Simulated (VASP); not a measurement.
# Al in VASP: a series of runs

Runs on Al. Level: PBE. Tasks: single point.

Everything below comes from runs of VASP 6.6.1. Logs are shortened: lines on timing, memory, paths and dates and some standing lists are left out, and cuts for length are marked.

## (1) The cell of the first run

The cell holds a slab with vacuum, 5 atoms: a = 2.857 Å, b = 2.857 Å, c = 25.332 Å, α = 90.00°, β = 90.00°, γ = 120.00°.

## (2) Single point, PBE

INCAR reads:

```
SYSTEM = Al
PREC = Accurate
ENCUT = 520
EDIFF = 1E-6
ISMEAR = -1
SIGMA = 0.08
LREAL = .FALSE.
LASPH = .TRUE.
NELM = 100
ALGO = Normal
ISIF = 2
LWAVE = .FALSE.
LCHARG = .TRUE.
LDIPOL = .TRUE.
IDIPOL = 3
DIPOL = 0.5 0.5 0.500
GGA = PE
LELF = .TRUE.
LVHAR = .TRUE.
LVACPOTAV = .TRUE.
EFIELD = -0.2
NBANDS = 16
```

KPOINTS reads:

```
regular mesh
0
G
  16 16 1
  0 0 0
```

POSCAR reads:

```
Al
1.0
    2.8574853682      0.0000000000      0.0000000000
   -1.4287426841      2.4746549198      0.0000000000
    0.0000000000      0.0000000000     25.3325000000
Al
5
Direct
    0.8333333333      0.1666666667      0.3137545030
    0.1666666667      0.8333333333      0.4073592054
    0.5000000000      0.5000000000      0.4999999998
    0.8333333333      0.1666666667      0.5926407961
    0.1666666667      0.8333333333      0.6862454957
```

Potentials or basis: VASP PAW PBE potentials, release 64 (Al).

Run with:

```sh
$ cat potpaw_PBE.64/Al/POTCAR > POTCAR
$ mpirun -np 1 vasp_std > vasp.out
```

OUTCAR:

```text
SYSTEM = Al
   PREC = Accurate
   ENCUT = 520
   EDIFF = 1E-6
   ISMEAR = -1
   LREAL = .FALSE.
   LASPH = .TRUE.
   NELM = 100
   ISIF = 2
   GGA = PE

 ion  position               nearest neighbor table
   1  0.833  0.167  0.314-   2 2.89   2 2.89   2 2.89
   2  0.167  0.833  0.407-   3 2.87   3 2.87   3 2.87   1 2.89   1 2.89   1 2.89
   3  0.500  0.500  0.500-   2 2.87   2 2.87   2 2.87   4 2.87   4 2.87   4 2.87
   4  0.833  0.167  0.593-   3 2.87   3 2.87   3 2.87   5 2.89   5 2.89   5 2.89
   5  0.167  0.833  0.686-   4 2.89   4 2.89   4 2.89

  LATTYP: Found a hexagonal cell.
 ALAT       =     2.8574853682
 C/A-ratio  =     8.8653122364

  Lattice vectors:

 A1 = (   2.8574853682,   0.0000000000,   0.0000000000)
 A2 = (  -1.4287426841,   2.4746549198,   0.0000000000)
 A3 = (   0.0000000000,   0.0000000000,  25.3325000000)

Analysis of symmetry for initial positions (statically):
=====================================================================
 Subroutine PRICEL returns:
 Original cell was already a primitive cell.

 Routine SETGRP: Setting up the symmetry group for a
 hexagonal supercell.

 Subroutine GETGRP returns: Found 12 space group operations
 (whereof  4 operations were pure point group operations)
 out of a pool of 24 trial point group operations.

The static configuration has the point symmetry C_2h.
 The point group associated with its full space group is D_3d.

Analysis of symmetry for dynamics (positions and initial velocities):
=====================================================================
 An external electric field (EFIELD) may reduce the allowed symmetry operations
 Subroutine PRICEL returns:
 Original cell was already a primitive cell.

 Routine SETGRP: Setting up the symmetry group for a
 hexagonal supercell.

 Subroutine GETGRP returns: Found  6 space group operations
 (whereof  2 operations were pure point group operations)
 out of a pool of 24 trial point group operations.

The dynamic configuration has the point symmetry C_1h.
 The point group associated with its full space group is C_3v.

 Subroutine INISYM returns: Found  6 space group operations
 (whereof  2 operations are pure point group operations),
 and found     1 'primitive' translations

----------------------------------------------------------------------------------------

                                     Primitive cell

  volume of cell :     179.1335

  direct lattice vectors                    reciprocal lattice vectors
     2.857485368  0.000000000  0.000000000     0.349958047  0.202048373  0.000000000
    -1.428742684  2.474654920  0.000000000     0.000000000  0.404096746  0.000000000
     0.000000000  0.000000000 25.332500000     0.000000000  0.000000000  0.039474983

  length of vectors
     2.857485368  2.857485368 25.332500000     0.404096746  0.404096746  0.039474983

  position of ions in fractional coordinates (direct lattice)
     0.833333333  0.166666667  0.313754503
     0.166666667  0.833333333  0.407359205
     0.500000000  0.500000000  0.500000000
     0.833333333  0.166666667  0.592640796
     0.166666667  0.833333333  0.686245496

  ion indices of the primitive-cell ions
   primitive index   ion index
                 1           1
                 2           2
                 3           3
                 4           4
                 5           5

----------------------------------------------------------------------------------------

 KPOINTS: regular mesh

Automatic generation of k-mesh.
 Grid dimensions read from file:
 generate k-points for:   16   16    1

 Generating k-lattice:

  Cartesian coordinates                     Fractional coordinates (reciprocal lattice)
     0.021872378  0.012628023  0.000000000     0.062500000  0.000000000  0.000000000
     0.000000000  0.025256047  0.000000000     0.000000000  0.062500000  0.000000000
     0.000000000  0.000000000  0.039474983     0.000000000  0.000000000  1.000000000

  Length of vectors
     0.025256047  0.025256047  0.039474983

  Shift w.r.t. Gamma in fractional coordinates (k-lattice)
     0.000000000  0.000000000  0.000000000

 Subroutine IBZKPT returns following result:
 ===========================================

 Found     30 irreducible k-points:

 Following reciprocal coordinates:
            Coordinates               Weight
  0.000000  0.000000  0.000000      1.000000
  0.062500  0.000000  0.000000      6.000000
  0.125000  0.000000  0.000000      6.000000
  0.187500  0.000000  0.000000      6.000000
  0.250000  0.000000  0.000000      6.000000
  0.312500  0.000000  0.000000      6.000000
[... 16 lines left out ...]
  0.187500  0.187500  0.000000      6.000000
  0.250000  0.187500  0.000000     12.000000
 [... further k-points ...]
   k-points           NKPTS =     30   k-points in BZ     NKDIM =     30   number of bands    NBANDS=     16
   number of dos      NEDOS =    301   number of ions     NIONS =      5
   total plane-waves  NPLWV = 110592
   dimension x,y,z NGX =    24 NGY =   24 NGZ =  192
   dimension x,y,z NGXF=    48 NGYF=   48 NGZF=  384
   ions per type =               5
   NGX,Y,Z   is equivalent  to a cutoff of  13.96, 13.96, 12.60 a.u.
   NGXF,Y,Z  is equivalent  to a cutoff of  27.93, 27.93, 25.20 a.u.
 SYSTEM =  Al
   PREC   = accura    normal or accurate (medium, high low for compatibility)
   ISTART =      0    job   : 0-new  1-cont  2-samecut
   ICHARG =      2    charge: 1-file 2-atom 10-const
   ISPIN  =      1    spin polarized calculation?
   LNONCOLLINEAR =      F non collinear calculations
   LSORBIT =      F    spin-orbit coupling
   LASPH  =      T    aspherical Exc in radial PAW
   ENCUT  =  520.0 eV  38.22 Ry    6.18 a.u.   5.31  5.31 47.10*2*pi/ulx,y,z
   NELM   =    100;   NELMIN=  2; NELMDL= -5     # of ELM steps
   EDIFF  = 0.1E-05   stopping-criterion for ELM
   LREAL  =      F    real-space projection
   EDIFFG = 0.1E-04   stopping-criterion for IOM
   NSW    =      0    number of steps for IOM
   IBRION =     -1    ionic relax: 0-MD 1-quasi-New 2-CG
   NFREE  =      0    steps in history (QN), initial steepest desc. (CG)
   ISIF   =      2    stress and relaxation
   ISYM   =      2    0-nonsym 1-usesym 2-fastsym
   POTIM  = 0.5000    time-step for ionic-motion
   TEBEG  =    0.0;   TEEND  =   0.0 temperature during run
   PSTRESS=    0.0 pullay stress
   NELECT =      15.0000    total number of electrons
   NUPDOWN=      -1.0000    fix difference up-down
   EMIN   =  10.00;   EMAX   =-10.00  energy-range for DOS
   EFERMI =   0.00;   METHOD = LEGACY
   ISMEAR =    -1;   SIGMA  =   0.08  broadening in eV -4-tet -1-fermi 0-gaus
   EFERMI_NEDOS =   21; number of points for ismear=-14 and -15
   IALGO  =     38    algorithm
   IMIX   =      4    mixing-type and parameters
     AMIX     =   0.40;   BMIX     =  1.00
     AMIX_MAG =   1.60;   BMIX_MAG =  1.00
  volume/ion in A,a.u.               =      35.83       241.77
  Fermi-wavevector in a.u.,A,eV,Ry     =   0.716220  1.353459  6.979392  0.512971
  Thomas-Fermi vector in A             =   1.804584
   LORBIT       =      0    0 simple, 1 ext, 2 COOP (PROOUT), +10 PAW based schemes
   GGA     = PE    functional components
   LHFCALC =     F    Hartree Fock is set to
   AEXX    =    0.0000 exact exchange contribution
   IVDW    =     0    specifies the selected vdW correction
   LEPSILON=     F    determine dielectric tensor
   LRPA    =     F    only Hartree local field effects (RPA)
 non-spin polarized calculation
  energy-cutoff  :      520.00
  volume of cell :      179.13
 maximum number of plane-waves:      4871
 NGX is ok and might be reduce to    24
   NGX = 11   NGY = 11   NGZ = 95

 dipolmoment           0.000000      0.000000      0.000000 electrons x Angstroem

 number of electron      15.0000000 magnetization

 dipolmoment           0.000000      0.000000     -0.101023 electrons x Angstroem

 Free energy of the ion-electron system (eV)
  ---------------------------------------------------
  ext. energy  EPLUGINS =         0.00000000
  ---------------------------------------------------
  free energy    TOTEN  =       -18.03058449 eV

  energy without entropy =      -17.98054070  energy(sigma->0) =      -18.00556259

 E-fermi :   1.5178     XC(G=0):  -5.4581

 val. band max:        1.5037948817   @ k =   0.3750   0.1875   0.0000
 cond. band min:       1.5739462265   @ k =   0.3125   0.0625   0.0000
 fundamental gap:      0.0701513448
 Fermi energy:         1.5178017274

 k-point     1 :       0.0000    0.0000    0.0000
  band No.  band energies     occupation
      1      -9.3148      2.00000
      2      -8.6068      2.00000
      3      -7.5148      2.00000
      4      -6.0409      2.00000
      5      -4.1625      2.00000
      6      -2.0935      2.00000
[... 8 lines left out ...]
     15       9.8378      0.00000
     16      12.5532      0.00000

 k-point     2 :       0.0625    0.0000    0.0000
  band No.  band energies     occupation
      1      -9.2205      2.00000
      2      -8.5129      2.00000
      3      -7.4214      2.00000
      4      -5.9481      2.00000
      5      -4.0698      2.00000
      6      -2.0050      2.00000
[... 8 lines left out ...]
     15       9.9033      0.00000
     16      10.6439      0.00000

 k-point     3 :       0.1250    0.0000    0.0000
  band No.  band energies     occupation
      1      -8.9381      2.00000
      2      -8.2315      2.00000
      3      -7.1416      2.00000
      4      -5.6703      2.00000
      5      -3.7923      2.00000
      6      -1.7397      2.00000
[... 8 lines left out ...]
     15       8.9368      0.00000
     16       9.7714      0.00000

 k-point     4 :       0.1875    0.0000    0.0000
  band No.  band energies     occupation
      1      -8.4685      2.00000
      2      -7.7637      2.00000
      3      -6.6766      2.00000
      4      -5.2086      2.00000
      5      -3.3322      2.00000
      6      -1.2984      2.00000
[... 8 lines left out ...]
     15       7.9978      0.00000
     16       8.4472      0.00000

 k-point     5 :       0.2500    0.0000    0.0000
  band No.  band energies     occupation
      1      -7.8138      2.00000
      2      -7.1114      2.00000
      3      -6.0283      2.00000
      4      -4.5656      2.00000
      5      -2.6939      2.00000
      6      -0.6838      2.00000
[... 8 lines left out ...]
     15       7.3938      0.00000
     16       8.3834      0.00000

 k-point     6 :       0.3125    0.0000    0.0000
  band No.  band energies     occupation
      1      -6.9763      2.00000
      2      -6.2773      2.00000
      3      -5.1998      2.00000
      4      -3.7453      2.00000
      5      -1.8879      2.00000
      6       0.0857      2.00000
[... 8 lines left out ...]
     15       7.5636      0.00000
     16       8.1118      0.00000
[... 267 lines left out ...]
 k-point    21 :       0.3750    0.1250    0.0000
  band No.  band energies     occupation
      1      -4.4944      2.00000
      2      -3.8075      2.00000
      3      -2.7561      2.00000
      4      -1.6417      2.00000
      5      -1.3734      2.00000
      6      -0.9368      2.00000
[... 8 lines left out ...]
     15       5.4972      0.00000
     16       5.9040      0.00000

 k-point    22 :       0.4375    0.1250    0.0000
  band No.  band energies     occupation
      1      -3.1522      2.00000
      2      -3.1246      2.00000
      3      -2.4851      2.00000
      4      -2.4378      2.00000
      5      -1.5749      2.00000
      6      -1.3023      2.00000
[... 8 lines left out ...]
     15       5.7818      0.00000
     16       6.1188      0.00000

 k-point    23 :       0.1875    0.1875    0.0000
  band No.  band energies     occupation
      1      -6.7909      2.00000
      2      -6.0926      2.00000
      3      -5.0163      2.00000
      4      -3.5635      2.00000
      5      -1.7070      2.00000
      6       0.2687      2.00000
[... 8 lines left out ...]
     15       6.4320      0.00000
     16       6.5765      0.00000

 k-point    24 :       0.2500    0.1875    0.0000
  band No.  band energies     occupation
      1      -5.8675      2.00000
      2      -5.1732      2.00000
      3      -4.1039      2.00000
      4      -2.6637      2.00000
      5      -0.8442      2.00000
      6       0.9782      1.99765
[... 8 lines left out ...]
     15       5.8636      0.00000
     16       6.2760      0.00000

 [... further k-points ...]
[... 5 lines left out ...]
  --------------------------------------------------------------------------------------
  -------------------------------------------------------------------------------------
  Total       -1.6396189     -1.6396189     -0.0198595      0.0000000     -0.0000000      0.0000000
  in kB      -14.6648213    -14.6648213     -0.1776240      0.0000000     -0.0000000      0.0000000
  external PRESSURE =      -9.8357555 kB  Pullay stress =       0.0000000 kB

 VOLUME and BASIS-vectors are now :
 -----------------------------------------------------------------------------
  energy-cutoff  :      520.00
  volume of cell :      179.13
      direct lattice vectors                 reciprocal lattice vectors
     2.857485368  0.000000000  0.000000000     0.349958047  0.202048373  0.000000000
    -1.428742684  2.474654920  0.000000000     0.000000000  0.404096746  0.000000000
     0.000000000  0.000000000 25.332500000     0.000000000  0.000000000  0.039474983

 POSITION                                       TOTAL-FORCE (eV/Angst)
 -----------------------------------------------------------------------------------
      2.14311      0.41244      7.94819         0.000000     -0.000000      0.001062
     -0.71437      2.06221     10.31943         0.000000     -0.000000     -0.001405
      0.71437      1.23733     12.66625        -0.000000     -0.000000      0.002004
      2.14311      0.41244     15.01307         0.000000      0.000000     -0.003309
     -0.71437      2.06221     17.38431         0.000000     -0.000000      0.001648
 -----------------------------------------------------------------------------------
    total drift:                                0.000000     -0.000000     -0.000055

  FREE ENERGIE OF THE ION-ELECTRON SYSTEM (eV)
  ---------------------------------------------------
  free  energy   TOTEN  =       -18.0305844865 eV

  energy  without entropy=      -17.9805407034  energy(sigma->0) =      -18.00556259
```

It took 5.3 min on 1 thread of AMD EPYC 7R13, shared host; peak memory 0.33 GiB.

Results:

```
Free energy            : -18.0306 eV
Largest force          : 0.003 eV/Å
Band gap on the k mesh : zero (an odd number of electrons rules out a gap without spin polarisation)
```

Forces in eV/Å, atoms in the order of the input:
```
Al   0.000  0.000  0.001
Al   0.000  0.000 -0.001
Al   0.000  0.000  0.002
Al   0.000  0.000 -0.003
Al   0.000  0.000  0.002
```

Levels at points of the mesh, in eV from the Fermi level:
```tsv
k point	band 4	band 5	band 6	band 7	band 8	band 9	band 10	band 11
(0.00, 0.00, 0.00)	-7.56	-5.68	-3.61	-1.23	1.11	2.89	3.72	4.37
(0.50, 0.00, 0.00)	-4.23	-3.36	-3.09	-1.87	-1.42	0.17	0.23	1.94
```

## (3) Single point, PBE

INCAR reads:

```
PREC = Accurate
ENCUT = 520
EDIFF = 1E-6
ISMEAR = -1
SIGMA = 0.08
LREAL = F
LASPH = T
NELM = 100
ALGO = Normal
ISIF = 2
LWAVE = F
LCHARG = F
LDIPOL = T
IDIPOL = 3
DIPOL = 0.5 0.5 0.500
GGA = PE
NBANDS = 16
EFIELD = -0.2
```

KPOINTS reads:

```
regular mesh
0
Gamma
  16 16 1
```

POSCAR is that of step 2.

Potentials or basis: VASP PAW PBE potentials, release 64 (Al).

Run with:

```sh
$ cat potpaw_PBE.64/Al/POTCAR > POTCAR
$ mpirun -np 1 vasp_std > vasp.out
```

Wall time 4.9 min (1 thread of AMD EPYC 7R13, shared host); peak memory 0.33 GiB.

It converged, with:

```
Free energy            : -18.0306 eV
Largest force          : 0.003 eV/Å
Band gap on the k mesh : zero (an odd number of electrons rules out a gap without spin polarisation)
```

Forces on the atoms (eV/Å):
```
Al   0.000  0.000  0.001
Al   0.000  0.000 -0.001
Al   0.000  0.000  0.002
Al   0.000  0.000 -0.003
Al   0.000  0.000  0.002
```

Levels at points of the mesh, in eV from the Fermi level:
| k point | band 3 | band 4 | band 5 | band 6 | band 7 | band 8 | band 9 | band 10 | band 11 | band 12 |
| --- | --- | --- | --- | --- | --- | --- | --- | --- | --- | --- |
| (0.00, 0.00, 0.00) | -9.03 | -7.56 | -5.68 | -3.61 | -1.23 | 1.11 | 2.89 | 3.72 | 4.37 | 5.64 |
| (0.50, 0.00, 0.00) | -4.27 | -4.23 | -3.36 | -3.09 | -1.87 | -1.42 | 0.17 | 0.23 | 1.94 | 2.20 |

## (4) Single point, PBE

INCAR reads:

```
PREC = Accurate
ENCUT = 520
EDIFF = 1E-6
ISMEAR = -1
SIGMA = 0.08
LREAL = F
LASPH = T
NELM = 100
ALGO = Normal
ISIF = 2
LWAVE = F
LCHARG = T
GGA = PE
LELF = T
LVHAR = T
NBANDS = 16
```

KPOINTS reads:

```
Automatic mesh
0
Gamma
  16 16 1
```

POSCAR is that of step 3.

Run with:

```sh
$ cat potpaw_PBE.64/Al/POTCAR > POTCAR
$ mpirun -np 1 vasp_std > vasp.out
```

It took 4.2 min on 1 thread of AMD EPYC 7R13, shared host; peak memory 0.33 GiB.

It converged, with:

| Property | Result |
| --- | --- |
| Free energy | -18.0205 eV |
| Band gap on the k mesh | zero (an odd number of electrons rules out a gap without spin polarisation) |

Levels at points of the mesh, in eV from the Fermi level:
| k point | band 3 | band 4 | band 5 | band 6 | band 7 | band 8 | band 9 | band 10 | band 11 | band 12 |
| --- | --- | --- | --- | --- | --- | --- | --- | --- | --- | --- |
| (0.00, 0.00, 0.00) | -9.03 | -7.56 | -5.68 | -3.61 | -1.23 | 1.12 | 2.98 | 3.98 | 4.25 | 5.73 |
| (0.50, 0.00, 0.00) | -4.27 | -4.23 | -3.36 | -3.09 | -1.87 | -1.42 | 0.17 | 0.23 | 1.94 | 2.20 |

Caveat: there is no dipole correction, which matters where the two faces differ.

The gap in the log of VASP goes by the Fermi energy; the results here count the filled bands.